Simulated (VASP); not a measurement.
# BeTe (Fm-3m) in VASP: notebook, part 2 of 2

VASP 6.6.1. The steps go on from the part before.

## 6. Single point, PBEsol

Contents of INCAR:

```
ALGO = Normal
EDIFF = 1E-6
ENCUT = 600
GGA = PS
GGA_COMPAT = F
ISIF = 2
ISMEAR = -1
ISYM = 0
LASPH = T
LCHARG = F
LREAL = F
LWAVE = F
NBANDS = 11
NELM = 120
PREC = Accurate
SIGMA = 0.02
```

Contents of KPOINTS:

```
k-points
0
Gamma
  6 6 6
```

Contents of POSCAR:

```
BeTe
1.0
    0.0000000000      2.6832298771      2.6832298771
    2.6832298771      0.0000000000      2.6832298771
    2.6832298771      2.6832298771      0.0000000000
Be Te
1 1
Direct
    0.0000000000      0.0000000000      0.0000000000
    0.5000000000      0.5000000000      0.5000000000
```

Potentials or basis: VASP PAW PBE potentials, release 64 (Be, Te).

On the command line:

```console
$ cat potpaw_PBE.64/Be/POTCAR potpaw_PBE.64/Te/POTCAR > POTCAR
$ mpirun -np 1 vasp_std > vasp.out
```

OUTCAR:

```text
EDIFF = 1E-6
   ENCUT = 600
   GGA = PS
   ISIF = 2
   ISMEAR = -1
   ISYM = 0
   LASPH = T
   LREAL = F
   NELM = 120
   PREC = Accurate

 ion  position               nearest neighbor table
   1  0.000  0.000  0.000-   2 2.68   2 2.68   2 2.68   2 2.68   2 2.68   2 2.68
   2  0.500  0.500  0.500-   1 2.68   1 2.68   1 2.68   1 2.68   1 2.68   1 2.68

IMPORTANT INFORMATION: All symmetrisations will be switched off!
NOSYMM: (Re-)initialisation of all symmetry stuff for point group C_1.

----------------------------------------------------------------------------------------

                                     Primitive cell

  volume of cell :      38.6370

  direct lattice vectors                    reciprocal lattice vectors
     0.000000000  2.683229877  2.683229877    -0.186342588  0.186342588  0.186342588
     2.683229877  0.000000000  2.683229877     0.186342588 -0.186342588  0.186342588
     2.683229877  2.683229877  0.000000000     0.186342588  0.186342588 -0.186342588

  length of vectors
     3.794660083  3.794660083  3.794660083     0.322754830  0.322754830  0.322754830

  position of ions in fractional coordinates (direct lattice)
     0.000000000  0.000000000  0.000000000
     0.500000000  0.500000000  0.500000000

  ion indices of the primitive-cell ions
   primitive index   ion index
                 1           1
                 2           2

----------------------------------------------------------------------------------------

 KPOINTS: k-points

Automatic generation of k-mesh.
 Grid dimensions read from file:
 generate k-points for:    6    6    6

 Generating k-lattice:

  Cartesian coordinates                     Fractional coordinates (reciprocal lattice)
    -0.031057098  0.031057098  0.031057098     0.166666667  0.000000000  0.000000000
     0.031057098 -0.031057098  0.031057098     0.000000000  0.166666667  0.000000000
[... 78 lines left out ...]
     AMIX_MAG =   1.60;   BMIX_MAG =  1.00
  volume/ion in A,a.u.               =      19.32       130.37
  Fermi-wavevector in a.u.,A,eV,Ry     =   0.968509  1.830216 12.762394  0.938009
  Thomas-Fermi vector in A             =   2.098484
   LORBIT       =      0    0 simple, 1 ext, 2 COOP (PROOUT), +10 PAW based schemes
   GGA     = PS    functional components
   LHFCALC =     F    Hartree Fock is set to
   AEXX    =    0.0000 exact exchange contribution
   IVDW    =     0    specifies the selected vdW correction
   LEPSILON=     F    determine dielectric tensor
   LRPA    =     F    only Hartree local field effects (RPA)
 non-spin polarized calculation
  energy-cutoff  :      600.00
  volume of cell :       38.64
 maximum number of plane-waves:      1308
   NGX = 15   NGY = 15   NGZ = 15

 number of electron       8.0000000 magnetization

 Free energy of the ion-electron system (eV)
  ---------------------------------------------------
  ext. energy  EPLUGINS =         0.00000000
  ---------------------------------------------------
  free energy    TOTEN  =        -7.29884175 eV

  energy without entropy =       -7.29714482  energy(sigma->0) =       -7.29799328

 E-fermi :   7.2731     XC(G=0): -10.0334

 val. band max:        7.0358293447   @ k =   0.3333   0.3333   0.0000
 cond. band min:       7.3122177067   @ k =   0.3333   0.0000   0.5000
 fundamental gap:      0.2763883620
 Fermi energy:         7.2731271881

 k-point     1 :       0.0000    0.0000    0.0000
  band No.  band energies     occupation
      1      -6.2343      2.00000
      2       6.8671      2.00000
      3       6.8671      2.00000
      4       6.8671      2.00000
      5      10.1476      0.00000
      6      13.4040      0.00000
      7      13.4040      0.00000
      8      13.4040      0.00000
      9      13.9381      0.00000
     10      13.9381      0.00000
     11      13.9381      0.00000
[... 309 lines left out ...]
 k-point    24 :       0.3333    0.3333    0.1667
  band No.  band energies     occupation
      1      -5.0512      2.00000
      2       2.7967      2.00000
      3       5.4718      2.00000
      4       5.6873      2.00000
      5       8.6283      0.00000
      6      12.2414      0.00000
      7      12.7831      0.00000
      8      13.0653      0.00000
      9      14.2981      0.00000
     10      18.0299      0.00000
     11      18.1809      0.00000

 [... further k-points ...]
[... 5 lines left out ...]
  --------------------------------------------------------------------------------------
  -------------------------------------------------------------------------------------
  Total       -0.5671253     -0.5671264     -0.5671247     -0.0000005      0.0000000      0.0000005
  in kB      -23.5172177    -23.5172628    -23.5171925     -0.0000208      0.0000015      0.0000193
  external PRESSURE =     -23.5172243 kB  Pullay stress =       0.0000000 kB

 VOLUME and BASIS-vectors are now :
 -----------------------------------------------------------------------------
  energy-cutoff  :      600.00
  volume of cell :       38.64
      direct lattice vectors                 reciprocal lattice vectors
     0.000000000  2.683229877  2.683229877    -0.186342588  0.186342588  0.186342588
     2.683229877  0.000000000  2.683229877     0.186342588 -0.186342588  0.186342588
     2.683229877  2.683229877  0.000000000     0.186342588  0.186342588 -0.186342588

 POSITION                                       TOTAL-FORCE (eV/Angst)
 -----------------------------------------------------------------------------------
      0.00000      0.00000      0.00000         0.000000     -0.000000     -0.000000
      2.68323      2.68323      2.68323        -0.000000      0.000000      0.000000
 -----------------------------------------------------------------------------------
    total drift:                               -0.000000      0.000000      0.000000

  FREE ENERGIE OF THE ION-ELECTRON SYSTEM (eV)
  ---------------------------------------------------
  free  energy   TOTEN  =        -7.2988417453 eV

  energy  without entropy=       -7.2971448221  energy(sigma->0) =       -7.29799328
```

stdout:

```text
POSCAR found type information on POSCAR BeTe
 POSCAR found :  2 types and       2 ions
 scaLAPACK will be used
 -----------------------------------------------------------------------------
|                                                                             |
|                                                                             |
|     You enforced a specific xc type in the INCAR file but a different       |
|     I HOPE YOU KNOW WHAT YOU ARE DOING!                                     |
|                                                                             |
 -----------------------------------------------------------------------------

 LDA part: xc-table for (Slater+PW92), standard interpolation
 POSCAR, INCAR and KPOINTS ok, starting setup
 FFT: planning ... GRIDC
 FFT: planning ... GRID_SOFT
 FFT: planning ... GRID
 WAVECAR not read
 entering main loop
```

Run time: 26 s. Hardware: 1 thread of AMD EPYC 7R13 (Zen 3), shared host; peak memory 0.18 GiB.

Results:

```yaml
Free_energy: -7.2988 eV
Pressure: -2.4 GPa
Band_gap_on_the_k_mesh: zero (bands 4 and 5 overlap by 1.18 eV)
```

Caveat: the PAW data sets were made with another functional, which shifts forces and pressure a little; spin-orbit coupling is left out, which moves the levels of the heavy elements.

## 7. The runs side by side

| k mesh | smearing | gap on the mesh (eV) | pressure (GPa) |
| --- | --- | --- | --- |
| 2 × 2 × 2 | fermi-dirac 0.02 eV | none | 12.9 |
| 6 × 6 × 6 | gaussian 0.05 eV | none | -2.4 |
| 6 × 6 × 6 | methfessel-paxton 0.5 eV | none | -2.3 |
| 6 × 6 × 6 | fermi-dirac 0.02 eV | none | -2.4 |

Alike in all rows: task single point; level PBEsol; potentials or basis VASP PAW PBE potentials, release 64 (Be, Te); no spin polarisation; cell as given; cutoff (eV) 600.

Caveats: some runs use coarse meshes; the PAW data sets were made with another functional, which shifts forces and pressure a little; spin-orbit coupling is left out, which moves the levels of the heavy elements; semilocal functionals underestimate gaps, so a narrow gap can read as zero (at least some runs); so wide a smearing shifts energies and pressures (at least some runs).

Total energies depend on the potentials used, so only differences within one code and one set of settings carry meaning.
